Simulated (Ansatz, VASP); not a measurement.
## One calculation of La, two programs

Contents of POSCAR:

```
La
1.0
    0.0000000000      2.6480000000      2.6480000000
    2.6480000000      0.0000000000      2.6480000000
    2.6480000000      2.6480000000      0.0000000000
La
1
Direct
    0.0000000000      0.0000000000      0.0000000000
```

The input INCAR.step1:

```
SYSTEM = La
  PREC = Accurate
  ENCUT = 520
  ISMEAR = -1
  SIGMA = 0.05
  LREAL = .FALSE.
  LASPH = .TRUE.
  NELM = 60
  NBANDS = 12
  GGA = PE
  ALGO = Normal
  EDIFF = 1E-4
  LWAVE = .TRUE.
  LCHARG = .FALSE.
```

File INCAR.step2:

```
SYSTEM = La
  PREC = Accurate
  ENCUT = 520
  EDIFF = 1E-8
  ISMEAR = -1
  SIGMA = 0.05
  LREAL = .FALSE.
  LASPH = .TRUE.
  NELM = 60
  ALGO = Normal
  ISIF = 2
  LWAVE = .FALSE.
  LCHARG = .FALSE.
  METAGGA = R2SCAN
  LMIXTAU = .TRUE.
  LEFG = .TRUE.
  NBANDS = 12
  ISTART = 1
```

File KPOINTS:

```
regular mesh
0
G
  12 12 12
  0 0 0
```

Input for Ansatz:

```yaml
crystal:
  lattice:
    - [0.0, 2.648, 2.648]
    - [2.648, 0.0, 2.648]
    - [2.648, 2.648, 0.0]
  atoms:
    - { symbol: La, position: [0.0, 0.0, 0.0] }
kpoints:
  mp_grid: { grid: [12, 12, 12] }
  band_path:
    path:
      - [0.0, 0.0, 0.0]
      - [0.5, 0.0, 0.5]
      - [0.625, 0.25, 0.625]
      - [0.375, 0.375, 0.75]
      - [0.0, 0.0, 0.0]
      - [0.5, 0.5, 0.5]
      - [0.5, 0.25, 0.75]
      - [0.5, 0.0, 0.5]
    npoints: 5
scf:
  occupations: { method: fermi_dirac, width: 0.05 }
hamiltonian:
  xc: r2scan
  pseudopotentials: { kind: paw }
output:
  forces: true
  stress: true
  eigenvalues: true
  efg: { contact_densities: true }
```

Alike in both runs: task electric field gradients; functional r2SCAN; k mesh 12 × 12 × 12; occupations fermi-dirac, width 0.05 eV; no spin polarisation.

|  | VASP | Ansatz |
| --- | --- | --- |
| version | VASP 6.6.1 | Ansatz 0.2.0 |
| potentials or method | VASP PAW PBE potentials, release 64 (La) | PAW with Ansatz's default frozen-core files, scalar-relativistic |
| plane-wave cutoff (eV) | 520 | 500 |
| valence electrons in the cell | 11 | 11 |

```tsv
	VASP	Ansatz	Ansatz less VASP
pressure (GPa)	-0.2	-0.2	-0.07
```

VASP's potentials were made for PBE, not for r2SCAN. The functional is the same, so the differences come from potentials, cutoffs and numerics.

Spin-orbit coupling is off throughout.
